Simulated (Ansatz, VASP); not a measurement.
# NaCl: VASP beside Ansatz

The input INCAR:

```
SYSTEM = NaCl
PREC     = Accurate       ! precision mode
ENCUT    = 520            ! plane-wave cutoff, eV
EDIFF    = 1E-6           ! SCF threshold, eV
ISMEAR   = 0              ! smearing method
SIGMA    = 0.05           ! smearing width, eV
LREAL    = .FALSE.        ! projectors in reciprocal space
LASPH    = .TRUE.         ! aspherical terms in the spheres
NELM     = 60             ! most SCF steps
ALGO     = Normal         ! electronic algorithm
ISIF     = 2              ! what is computed and relaxed
LWAVE    = .FALSE.        ! write WAVECAR
LCHARG   = .FALSE.        ! write CHGCAR
GGA      = PE             ! functional
NBANDS   = 14             ! bands
```

KPOINTS

```
Automatic mesh
0
G
  8 8 8
  0 0 0
```

Contents of POSCAR:

```
NaCl
1.0
    0.0000000000      2.7184800000      2.9450200000
    2.7184800000      0.0000000000      2.9450200000
    2.7184800000      2.7184800000      0.0000000000
Na Cl
1 1
Direct
    0.0000000000      0.0000000000      0.0000000000
    0.5000000000      0.5000000000      0.5000000000
```

Input for Ansatz:

```yaml
crystal:
  lattice:
    - [0.0, 2.71848, 2.94502]
    - [2.71848, 0.0, 2.94502]
    - [2.71848, 2.71848, 0.0]
  atoms:
    - { symbol: Na, position: [0.0, 0.0, 0.0] }
    - { symbol: Cl, position: [0.5, 0.5, 0.5] }
basis:
  ecutwfc: 420
kpoints:
  mp_grid: { grid: [8, 8, 8] }
hamiltonian:
  xc: pbe
scf:
  occupations: { method: gaussian, width: 0.05 }
output:
  forces: true
  stress: true
  eigenvalues: true
  write_density: true
  write_potential: true
  elf: true
  volumetric_format: npy
```

Change from the starting cell: strain -0.040 along x and y, +0.040 along z, atoms carried along.

Alike in both runs: task single point; functional PBE; k mesh 8 × 8 × 8; occupations gaussian, width 0.05 eV; no spin polarisation.

|  | VASP | Ansatz |
| --- | --- | --- |
| version | VASP 6.6.1 | Ansatz 0.2.0 |
| potentials or method | VASP PAW PBE potentials, release 64 (Na_pv, Cl), cutoff 520 eV | scalar-relativistic, plane waves, PAW |
| valence electrons in the cell | 14 | 16 |

Ansatz gave:

```
gap on the k mesh at the Fermi level (eV)                     : 5.21
least direct gap on the mesh (eV)                             : 5.21
pressure (GPa)                                                : 2.1
traceless stress, the component that is largest in VASP (GPa) : -2.36
```

**Question.** Estimate VASP's values.

**Answer.** gap on the k mesh at the Fermi level (eV): 5.21; least direct gap on the mesh (eV): 5.21; pressure (GPa): 2.0; traceless stress, the component that is largest in VASP (GPa): -2.38.

VASP's potentials hold 14 valence electrons a cell and Ansatz's 16, so a difference there can come from the potentials and not from the codes.
